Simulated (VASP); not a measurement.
# BN (P1) in VASP: single point with PBE

Aim: the single point of BN with PBE.

Program: VASP 6.6.1. These are calculated values, not measurements. Logs are shortened: lines on timing, memory, paths and dates and some standing lists are left out, and cuts for length are marked.

**1. The cell of the first run**

The typed cell holds 4 atoms: a = 2.452 Å, b = 2.587 Å, c = 6.586 Å, α = 92.20°, β = 88.17°, γ = 122.62°.

**2. Single point, PBE (atoms moved at random and the cell strained at random)**

The input, INCAR:

```
ALGO = Normal
EDIFF = 1E-6
ENCUT = 520
GGA = PE
ISIF = 2
ISMEAR = 0
LASPH = T
LCHARG = F
LREAL = F
LWAVE = F
NBANDS = 16
NELM = 60
PREC = Accurate
SIGMA = 0.05
```

The input, KPOINTS:

```
k-points
0
Gamma
  12 12 4
```

The input, POSCAR:

```
BN
1.0
    2.4493224852     -0.0959604324      0.0387823161
   -1.3077654149      2.2316480405     -0.0484248667
    0.1031699760     -0.0891849289      6.5845701080
B N
2 2
Direct
    0.1655489604      0.5122544755      0.2808441466
    0.7532330751      0.4190445319      0.7286036994
    0.2459163443      0.6426148417      0.7686376618
    0.8353016202      0.4260861510      0.2219144921
```

Potentials or basis: VASP PAW PBE potentials, release 64 (B, N).

Command:

```sh
$ cat potpaw_PBE.64/B/POTCAR potpaw_PBE.64/N/POTCAR > POTCAR
$ mpirun -np 1 vasp_std > vasp.out
```

OUTCAR:

```text
EDIFF = 1E-6
   ENCUT = 520
   GGA = PE
   ISIF = 2
   ISMEAR = 0
   LASPH = T
   LREAL = F
   NELM = 60
   PREC = Accurate

 ion  position               nearest neighbor table
   1  0.166  0.512  0.281-   4 0.82   4 1.80
   2  0.753  0.419  0.729-   3 1.06   3 1.64   3 1.73
   3  0.246  0.643  0.769-   2 1.06   2 1.64   2 1.73
   4  0.835  0.426  0.222-   1 0.82   1 1.80

 -----------------------------------------------------------------------------
|                                                                             |
|           W    W    AA    RRRRR   N    N  II  N    N   GGGG   !!!           |
|           W    W   A  A   R    R  NN   N  II  NN   N  G    G  !!!           |
|           W    W  A    A  R    R  N N  N  II  N N  N  G       !!!           |
|           W WW W  AAAAAA  RRRRR   N  N N  II  N  N N  G  GGG   !            |
|           WW  WW  A    A  R   R   N   NN  II  N   NN  G    G                |
|           W    W  A    A  R    R  N    N  II  N    N   GGGG   !!!           |
|                                                                             |
|     The distance between some ions is very small. Please check the          |
|     nearest-neighbor list in the OUTCAR file.                               |
|     I HOPE YOU KNOW WHAT YOU ARE DOING!                                     |
|                                                                             |
 -----------------------------------------------------------------------------

  LATTYP: Found a triclinic cell.
 ALAT       =     2.5870539857
 B/A-ratio  =     0.9360661990
 C/A-ratio  =     2.5457459464
 COS(alpha) =     0.0085390337
 COS(beta)  =     0.0383141953
 COS(gamma) =     0.5225391462

  Lattice vectors:

 A1 = (  -1.3077654149,   2.2316480405,  -0.0484248667)
 A2 = (   1.1415570703,   2.1356876081,  -0.0096425506)
 A3 = (  -0.1031699760,   0.0891849289,  -6.5845701080)

Analysis of symmetry for initial positions (statically):
=====================================================================
 Subroutine PRICEL returns:
 Original cell was already a primitive cell.

 Routine SETGRP: Setting up the symmetry group for a
 triclinic supercell.

 Subroutine GETGRP returns: Found  1 space group operations
 (whereof  1 operations were pure point group operations)
 out of a pool of  2 trial point group operations.

The static configuration has the point symmetry C_1 .

Analysis of symmetry for dynamics (positions and initial velocities):
=====================================================================
 Subroutine PRICEL returns:
 Original cell was already a primitive cell.

 Routine SETGRP: Setting up the symmetry group for a
 triclinic supercell.

 Subroutine GETGRP returns: Found  1 space group operations
 (whereof  1 operations were pure point group operations)
 out of a pool of  2 trial point group operations.

The dynamic configuration has the point symmetry C_1 .

 Subroutine INISYM returns: Found  1 space group operations
 (whereof  1 operations are pure point group operations),
 and found     1 'primitive' translations

----------------------------------------------------------------------------------------

                                     Primitive cell

  volume of cell :      35.1506

  direct lattice vectors                    reciprocal lattice vectors
     2.449322485 -0.095960432  0.038782316     0.417919554  0.244834409 -0.003231982
    -1.307765415  2.231648041 -0.048424867     0.017877343  0.458704352  0.005932826
     0.103169976 -0.089184929  6.584570108    -0.002330020  0.001931402  0.151932871

  length of vectors
     2.451508333  2.587053986  6.585982197     0.484366687  0.459090928  0.151963011

  position of ions in fractional coordinates (direct lattice)
     0.165548960  0.512254476  0.280844147
     0.753233075  0.419044532  0.728603699
     0.245916344  0.642614842  0.768637662
     0.835301620  0.426086151  0.221914492

  ion indices of the primitive-cell ions
   primitive index   ion index
                 1           1
                 2           2
                 3           3
                 4           4

----------------------------------------------------------------------------------------

 KPOINTS: k-points

Automatic generation of k-mesh.
 Grid dimensions read from file:
 generate k-points for:   12   12    4

 Generating k-lattice:

  Cartesian coordinates                     Fractional coordinates (reciprocal lattice)
     0.034826629  0.020402867 -0.000269332     0.083333333 -0.000000000  0.000000000
     0.001489779  0.038225363  0.000494402     0.000000000  0.083333333  0.000000000
    -0.000582505  0.000482850  0.037983218    -0.000000000  0.000000000  0.250000000

  Length of vectors
     0.040363891  0.038257577  0.037990753

  Shift w.r.t. Gamma in fractional coordinates (k-lattice)
     0.000000000  0.000000000  0.000000000

 Subroutine IBZKPT returns following result:
 ===========================================

 Found    292 irreducible k-points:

 Following reciprocal coordinates:
            Coordinates               Weight
  0.000000  0.000000  0.000000      1.000000
  0.083333 -0.000000  0.000000      2.000000
  0.166667 -0.000000  0.000000      2.000000
  0.250000  0.000000 -0.000000      2.000000
  0.333333 -0.000000  0.000000      2.000000
  0.416667  0.000000 -0.000000      2.000000
[... 16 lines left out ...]
  0.250000  0.166667  0.000000      2.000000
  0.333333  0.166667  0.000000      2.000000
 [... further k-points ...]
   k-points           NKPTS =    292   k-points in BZ     NKDIM =    292   number of bands    NBANDS=     16
   number of dos      NEDOS =    301   number of ions     NIONS =      4
   total plane-waves  NPLWV =  18000
   dimension x,y,z NGX =    18 NGY =   20 NGZ =   50
   dimension x,y,z NGXF=    36 NGYF=   40 NGZF=  100
   ions per type =               2   2
   NGX,Y,Z   is equivalent  to a cutoff of  12.21, 12.85, 12.62 a.u.
   NGXF,Y,Z  is equivalent  to a cutoff of  24.41, 25.70, 25.24 a.u.
 SYSTEM =  unknown system
   PREC   = accura    normal or accurate (medium, high low for compatibility)
   ISTART =      0    job   : 0-new  1-cont  2-samecut
   ICHARG =      2    charge: 1-file 2-atom 10-const
   ISPIN  =      1    spin polarized calculation?
   LNONCOLLINEAR =      F non collinear calculations
   LSORBIT =      F    spin-orbit coupling
   LASPH  =      T    aspherical Exc in radial PAW
   ENCUT  =  520.0 eV  38.22 Ry    6.18 a.u.   4.56  4.81 12.25*2*pi/ulx,y,z
   NELM   =     60;   NELMIN=  2; NELMDL= -5     # of ELM steps
   EDIFF  = 0.1E-05   stopping-criterion for ELM
   LREAL  =      F    real-space projection
   EDIFFG = 0.1E-04   stopping-criterion for IOM
   NSW    =      0    number of steps for IOM
   IBRION =     -1    ionic relax: 0-MD 1-quasi-New 2-CG
   NFREE  =      0    steps in history (QN), initial steepest desc. (CG)
   ISIF   =      2    stress and relaxation
   ISYM   =      2    0-nonsym 1-usesym 2-fastsym
   POTIM  = 0.5000    time-step for ionic-motion
   TEBEG  =    0.0;   TEEND  =   0.0 temperature during run
   PSTRESS=    0.0 pullay stress
   NELECT =      16.0000    total number of electrons
   NUPDOWN=      -1.0000    fix difference up-down
   EMIN   =  10.00;   EMAX   =-10.00  energy-range for DOS
   EFERMI =   0.00;   METHOD = LEGACY
   ISMEAR =     0;   SIGMA  =   0.05  broadening in eV -4-tet -1-fermi 0-gaus
   EFERMI_NEDOS =   21; number of points for ismear=-14 and -15
   IALGO  =     38    algorithm
   IMIX   =      4    mixing-type and parameters
     AMIX     =   0.40;   BMIX     =  1.00
     AMIX_MAG =   1.60;   BMIX_MAG =  1.00
  volume/ion in A,a.u.               =       8.79        59.30
  Fermi-wavevector in a.u.,A,eV,Ry     =   1.259323  2.379776 21.577413  1.585895
  Thomas-Fermi vector in A             =   2.392889
   LORBIT       =      0    0 simple, 1 ext, 2 COOP (PROOUT), +10 PAW based schemes
   GGA     = PE    functional components
   LHFCALC =     F    Hartree Fock is set to
   AEXX    =    0.0000 exact exchange contribution
   IVDW    =     0    specifies the selected vdW correction
   LEPSILON=     F    determine dielectric tensor
   LRPA    =     F    only Hartree local field effects (RPA)
 non-spin polarized calculation
 Gauss-broadening in eV      SIGMA  =   0.05
  energy-cutoff  :      520.00
  volume of cell :       35.15
 maximum number of plane-waves:       967
   NGX =  9   NGY =  9   NGZ = 25

 number of electron      16.0000001 magnetization

 Free energy of the ion-electron system (eV)
  ---------------------------------------------------
  ext. energy  EPLUGINS =         0.00000000
  ---------------------------------------------------
  free energy    TOTEN  =        -3.83046183 eV

  energy without entropy =       -3.83046183  energy(sigma->0) =       -3.83046183

 E-fermi :   3.3942     XC(G=0): -10.0077

 val. band max:        3.1343436131   @ k =  -0.0000   0.0000   0.5000
 cond. band min:       4.8831239331   @ k =  -0.4167   0.4167   0.0000
 fundamental gap:      1.7487803199
 Fermi energy:         3.3942380587

 k-point     1 :       0.0000    0.0000    0.0000
  band No.  band energies     occupation
      1     -15.9467      2.00000
      2     -14.3167      2.00000
      3      -4.9693      2.00000
      4      -2.7692      2.00000
      5      -1.8907      2.00000
      6      -0.5003      2.00000
[... 8 lines left out ...]
     15      16.1455      0.00000
     16      21.1210      0.00000

 k-point     2 :       0.0833   -0.0000    0.0000
  band No.  band energies     occupation
      1     -15.8265      2.00000
      2     -14.2087      2.00000
      3      -4.8177      2.00000
      4      -2.7725      2.00000
      5      -2.0342      2.00000
      6      -0.5465      2.00000
[... 8 lines left out ...]
     15      16.1797      0.00000
     16      20.5466      0.00000
[... 387 lines left out ...]
      5      -2.3620      2.00000
      6      -2.2047      2.00000
[... 8 lines left out ...]
     15      16.9860      0.00000
     16      18.3887      0.00000

 k-point    24 :       0.3333    0.1667    0.0000
  band No.  band energies     occupation
      1     -13.4860      2.00000
      2     -12.1017      2.00000
      3      -5.6136      2.00000
      4      -4.5597      2.00000
      5      -2.8828      2.00000
      6      -2.5354      2.00000
[... 8 lines left out ...]
     15      17.1369      0.00000
     16      17.7930      0.00000

 [... further k-points ...]

------------------------ aborting loop because EDIFF is reached ----------------------------------------

  FORCE on cell =-STRESS in cart. coord.  units (eV):
  Direction    XX          YY          ZZ          XY          YZ          ZX
  --------------------------------------------------------------------------------------
  -------------------------------------------------------------------------------------
  Total      109.2262852     15.8090631     25.8902070     34.2582123     14.4214652     58.6945242
  in kB     4978.5740309    720.5828770   1180.0851064   1561.5018483    657.3356582   2675.3178807
  external PRESSURE =    2293.0806714 kB  Pullay stress =       0.0000000 kB

 VOLUME and BASIS-vectors are now :
 -----------------------------------------------------------------------------
  energy-cutoff  :      520.00
  volume of cell :       35.15
      direct lattice vectors                 reciprocal lattice vectors
     2.449322485 -0.095960432  0.038782316     0.417919554  0.244834409 -0.003231982
    -1.307765415  2.231648041 -0.048424867     0.017877343  0.458704352  0.005932826
     0.103169976 -0.089184929  6.584570108    -0.002330020  0.001931402  0.151932871

 POSITION                                       TOTAL-FORCE (eV/Angst)
 -----------------------------------------------------------------------------------
     -0.23545      1.10224      1.83085       125.746363     25.192326     60.852949
      1.37207      0.79790      4.80646       -32.598119    -16.419944     -4.100512
     -0.15876      1.34194      5.03957        32.654607     16.441273      4.028071
      1.51160      0.85093      1.47297      -125.802851    -25.213654    -60.780508
 -----------------------------------------------------------------------------------
    total drift:                               -0.000419      0.000002      0.000704

  FREE ENERGIE OF THE ION-ELECTRON SYSTEM (eV)
  ---------------------------------------------------
  free  energy   TOTEN  =        -3.8304618341 eV

  energy  without entropy=       -3.8304618341  energy(sigma->0) =       -3.83046183
```

It took 2.5 min on 1 thread of Intel Xeon Platinum 8375C at 2.90GHz (Ice Lake), shared host; peak memory 0.25 GiB.

Results:

* Free energy: -3.8305 eV
* Pressure: 229.3 GPa
* Largest force: 141.973 eV/Å
* Band gap on the k mesh: 1.75 eV (least direct gap 2.34 eV)

Forces in eV/Å, atoms in the order of the input:
```
B    125.746   25.192   60.853
B    -32.598  -16.420   -4.101
N     32.655   16.441    4.028
N   -125.803  -25.214  -60.781
```

Levels at points of the mesh, in eV from the valence-band top:
```csv
k point,band 6,band 7,band 8,band 9,band 10,band 11
"(0.00, 0.00, 0.00)",-3.63,-2.04,0.00,2.34,6.31,7.09
"(0.50, 0.00, 0.00)",-4.78,-3.12,-2.17,2.28,2.94,8.30
"(0.00, 0.50, 0.00)",-5.01,-3.51,-3.20,4.07,4.78,6.56
"(0.50, 0.50, 0.00)",-3.69,-3.26,-1.13,1.76,3.57,5.80
"(0.00, 0.00, 0.50)",-3.53,-2.04,0.00,2.77,6.60,7.12
"(0.50, 0.00, 0.50)",-4.79,-2.93,-2.36,2.48,2.71,8.36
"(0.00, 0.50, 0.50)",-4.78,-3.81,-3.13,4.24,4.96,6.70
"(0.50, 0.50, 0.50)",-3.69,-3.62,-1.14,1.88,3.79,5.88
```

Caveat: the cell differs from its parent crystal (atoms moved at random and the cell strained at random); atoms lie so close that the PAW spheres overlap strongly, which falsifies energies and pressures; the stress differs along the axes, from 72 to 498 GPa; forces of over 1 eV/Å act on the atoms, so gaps and moduli don't describe the material at rest.
